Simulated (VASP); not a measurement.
# Ru (I4_1/amd) in VASP: single point with PBE

Aim: the single point of Ru with PBE.

Program: VASP 6.6.1. These are calculated values, not measurements. Logs are shortened: lines on timing, memory, paths and dates and some standing lists are left out, and cuts for length are marked.

## Step 1: The cell of the first run

It takes space group I4_1/amd (No. 141, tetragonal). The conventional cell has a = 4.230 Å, b = 4.230 Å, c = 2.283 Å, α = 90.00°, β = 90.00°, γ = 90.00°. Ru (site symmetry -4m2) has 10 Ru at 2.19 to 2.72 Å within 2.9 Å.

## Step 2: Single point, PBE

Input file INCAR:

```
SYSTEM = Ru
  ALGO = Normal
  EDIFF = 1E-6
  ENCUT = 520
  GGA = PE
  ISIF = 2
  ISMEAR = -1
  LASPH = .TRUE.
  LCHARG = .TRUE.
  LELF = .TRUE.
  LREAL = .FALSE.
  LVHAR = .TRUE.
  LWAVE = .FALSE.
  NBANDS = 21
  NELM = 60
  PREC = Accurate
  SIGMA = 0.05
```

Input file KPOINTS:

```
k-points
0
G
  19 19 19
  0 0 0
```

Input file POSCAR:

```
Ru
1.0
   -2.1148475030      2.1148475030      1.1413433380
    2.1148475030     -2.1148475030      1.1413433380
    2.1148475030      2.1148475030     -1.1413433380
Ru
2
Direct
   -0.3750000000     -0.1250000000     -0.2500000000
    0.3750000000      0.1250000000      0.2500000000
```

Potentials or basis: VASP PAW PBE potentials, release 64 (Ru_pv).

The run is started by

```sh
> cat potpaw_PBE.64/Ru_pv/POTCAR > POTCAR
> mpirun -np 1 vasp_std > vasp.out
```

OUTCAR:

```text
SYSTEM = Ru
   EDIFF = 1E-6
   ENCUT = 520
   GGA = PE
   ISIF = 2
   ISMEAR = -1
   LASPH = .TRUE.
   LREAL = .FALSE.
   NELM = 60
   PREC = Accurate

 ion  position               nearest neighbor table
   1  0.625  0.875  0.750-   2 2.19   2 2.19   2 2.19   2 2.19   2 2.72   2 2.72   2 2.72   2 2.72

   2  0.375  0.125  0.250-   1 2.19   1 2.19   1 2.19   1 2.19   1 2.72   1 2.72   1 2.72   1 2.72

  LATTYP: Found a body centered tetragonal cell.
 ALAT       =     4.2296950060
 C/A-ratio  =     0.5396811526

  Lattice vectors:

 A1 = (  -2.1148475030,   2.1148475030,   1.1413433380)
 A2 = (   2.1148475030,  -2.1148475030,   1.1413433380)
 A3 = (   2.1148475030,   2.1148475030,  -1.1413433380)

Analysis of symmetry for initial positions (statically):
=====================================================================
 Subroutine PRICEL returns:
 Original cell was already a primitive cell.

 Routine SETGRP: Setting up the symmetry group for a
 body centered tetragonal supercell.

 Subroutine GETGRP returns: Found 16 space group operations
 (whereof  4 operations were pure point group operations)
 out of a pool of 16 trial point group operations.

The static configuration has the point symmetry C_2h.
 The point group associated with its full space group is D_4h.

Analysis of symmetry for dynamics (positions and initial velocities):
=====================================================================
 Subroutine PRICEL returns:
 Original cell was already a primitive cell.

 Routine SETGRP: Setting up the symmetry group for a
 body centered tetragonal supercell.

 Subroutine GETGRP returns: Found 16 space group operations
 (whereof  4 operations were pure point group operations)
 out of a pool of 16 trial point group operations.

The dynamic configuration has the point symmetry C_2h.
 The point group associated with its full space group is D_4h.

 Subroutine INISYM returns: Found 16 space group operations
 (whereof  4 operations are pure point group operations),
 and found     1 'primitive' translations

----------------------------------------------------------------------------------------

                                     Primitive cell

  volume of cell :      20.4190

  direct lattice vectors                    reciprocal lattice vectors
    -2.114847503  2.114847503  1.141343338     0.000000000  0.236423666  0.438080272
     2.114847503 -2.114847503  1.141343338     0.236423666  0.000000000  0.438080272
[... 83 lines left out ...]
   ENCUT  =  520.0 eV  38.22 Ry    6.18 a.u.   5.95  5.95  5.95*2*pi/ulx,y,z
   NELM   =     60;   NELMIN=  2; NELMDL= -5     # of ELM steps
   EDIFF  = 0.1E-05   stopping-criterion for ELM
   LREAL  =      F    real-space projection
   EDIFFG = 0.1E-04   stopping-criterion for IOM
   NSW    =      0    number of steps for IOM
   IBRION =     -1    ionic relax: 0-MD 1-quasi-New 2-CG
   NFREE  =      0    steps in history (QN), initial steepest desc. (CG)
   ISIF   =      2    stress and relaxation
   ISYM   =      2    0-nonsym 1-usesym 2-fastsym
   POTIM  = 0.5000    time-step for ionic-motion
   TEBEG  =    0.0;   TEEND  =   0.0 temperature during run
   PSTRESS=    0.0 pullay stress
   NELECT =      28.0000    total number of electrons
   NUPDOWN=      -1.0000    fix difference up-down
   EMIN   =  10.00;   EMAX   =-10.00  energy-range for DOS
   EFERMI =   0.00;   METHOD = LEGACY
   ISMEAR =    -1;   SIGMA  =   0.05  broadening in eV -4-tet -1-fermi 0-gaus
   EFERMI_NEDOS =   21; number of points for ismear=-14 and -15
   IALGO  =     38    algorithm
   IMIX   =      4    mixing-type and parameters
     AMIX     =   0.40;   BMIX     =  1.00
     AMIX_MAG =   1.60;   BMIX_MAG =  1.00
  volume/ion in A,a.u.               =      10.21        68.90
  Fermi-wavevector in a.u.,A,eV,Ry     =   1.818791  3.437016 45.008063  3.307999
  Thomas-Fermi vector in A             =   2.875711
   LORBIT       =      0    0 simple, 1 ext, 2 COOP (PROOUT), +10 PAW based schemes
   GGA     = PE    functional components
   LHFCALC =     F    Hartree Fock is set to
   AEXX    =    0.0000 exact exchange contribution
   IVDW    =     0    specifies the selected vdW correction
   LEPSILON=     F    determine dielectric tensor
   LRPA    =     F    only Hartree local field effects (RPA)
 non-spin polarized calculation
  energy-cutoff  :      520.00
  volume of cell :       20.42
 maximum number of plane-waves:       562
   NGX = 11   NGY = 11   NGZ = 11

 number of electron      27.9999995 magnetization

 Free energy of the ion-electron system (eV)
  ---------------------------------------------------
  ext. energy  EPLUGINS =         0.00000000
  ---------------------------------------------------
  free energy    TOTEN  =       -10.98184967 eV

  energy without entropy =      -10.96233988  energy(sigma->0) =      -10.97209477

 E-fermi :  19.0445     XC(G=0): -15.8434

 val. band max:       19.0420169225   @ k =  -0.1053  -0.2632   0.1053
 cond. band min:      19.0458566553   @ k =  -0.4211   0.4737   0.1053
 fundamental gap:      0.0038397328
 Fermi energy:        19.0445298127

 k-point     1 :       0.0000    0.0000    0.0000
  band No.  band energies     occupation
      1     -26.2324      2.00000
      2     -26.2324      2.00000
      3     -23.5941      2.00000
      4     -23.5590      2.00000
      5     -23.4326      2.00000
      6     -23.4326      2.00000
[... 565 lines left out ...]
     20      30.6976      0.00000
     21      32.6354      0.00000

 [... further k-points ...]

------------------------ aborting loop because EDIFF is reached ----------------------------------------

  FORCE on cell =-STRESS in cart. coord.  units (eV):
  Direction    XX          YY          ZZ          XY          YZ          ZX
  --------------------------------------------------------------------------------------
  -------------------------------------------------------------------------------------
  Total       32.4646228     32.4646228     32.2471052      0.0000000     -0.0000000      0.0000000
  in kB     2547.3377431   2547.3377431   2530.2702205      0.0000000     -0.0000000      0.0000000
  external PRESSURE =    2541.6485689 kB  Pullay stress =       0.0000000 kB

 VOLUME and BASIS-vectors are now :
 -----------------------------------------------------------------------------
  energy-cutoff  :      520.00
  volume of cell :       20.42
      direct lattice vectors                 reciprocal lattice vectors
    -2.114847503  2.114847503  1.141343338     0.000000000  0.236423666  0.438080272
     2.114847503 -2.114847503  1.141343338     0.236423666  0.000000000  0.438080272
     2.114847503  2.114847503 -1.141343338     0.236423666  0.236423666  0.000000000

 POSITION                                       TOTAL-FORCE (eV/Angst)
 -----------------------------------------------------------------------------------
      2.11485      1.05742      0.85601         0.000000     -0.000000     -0.000000
      0.00000      1.05742      0.28534        -0.000000      0.000000      0.000000
 -----------------------------------------------------------------------------------
    total drift:                               -0.000000      0.000000      0.000000

  FREE ENERGIE OF THE ION-ELECTRON SYSTEM (eV)
  ---------------------------------------------------
  free  energy   TOTEN  =       -10.9818496654 eV

  energy  without entropy=      -10.9623398810  energy(sigma->0) =      -10.97209477
```

OSZICAR:

```text
N       E                     dE             d eps       ncg     rms          rms(c)
DAV:   1     0.298382224141E+03    0.29838E+03   -0.17343E+04 23129   0.156E+03
DAV:   2    -0.543090656844E+01   -0.30381E+03   -0.29424E+03 23760   0.465E+02
DAV:   3    -0.114758458230E+02   -0.60449E+01   -0.60095E+01 27965   0.734E+01
DAV:   4    -0.115144991906E+02   -0.38653E-01   -0.38563E-01 26011   0.588E+00
DAV:   5    -0.115148961864E+02   -0.39700E-03   -0.39461E-03 25850   0.539E-01    0.432E+01
DAV:   6    -0.110849519755E+02    0.42994E+00   -0.52628E-01 25275   0.724E+00    0.225E+01
DAV:   7    -0.109873829664E+02    0.97569E-01   -0.22163E-01 26250   0.423E+00    0.237E+00
DAV:   8    -0.109819955001E+02    0.53875E-02   -0.29602E-02 24685   0.189E+00    0.282E-01
DAV:   9    -0.109818576449E+02    0.13786E-03   -0.19749E-04 26430   0.169E-01    0.296E-02
DAV:  10    -0.109818509337E+02    0.67112E-05   -0.14603E-05 25315   0.399E-02    0.196E-02
DAV:  11    -0.109818496222E+02    0.13115E-05   -0.13061E-06 15708   0.120E-02    0.440E-03
DAV:  12    -0.109818496654E+02   -0.43203E-07   -0.73375E-08 13210   0.293E-03
   1 F= -.10981850E+02 E0= -.10972095E+02  d E =-.195098E-01
```

It took 1.7 min on 1 thread of Intel Xeon 8259CL, shared host; peak memory 0.29 GiB.

Results:

```
Free energy            : -10.9818 eV
Pressure               : 254.2 GPa
Band gap on the k mesh : zero (bands 14 and 15 overlap by 2.87 eV)
```

Stress tensor (GPa, compression positive):
```
254.73   0.00   0.00
  0.00 254.73   0.00
  0.00   0.00 253.03
```

Caveat: the cell stands under pressure.
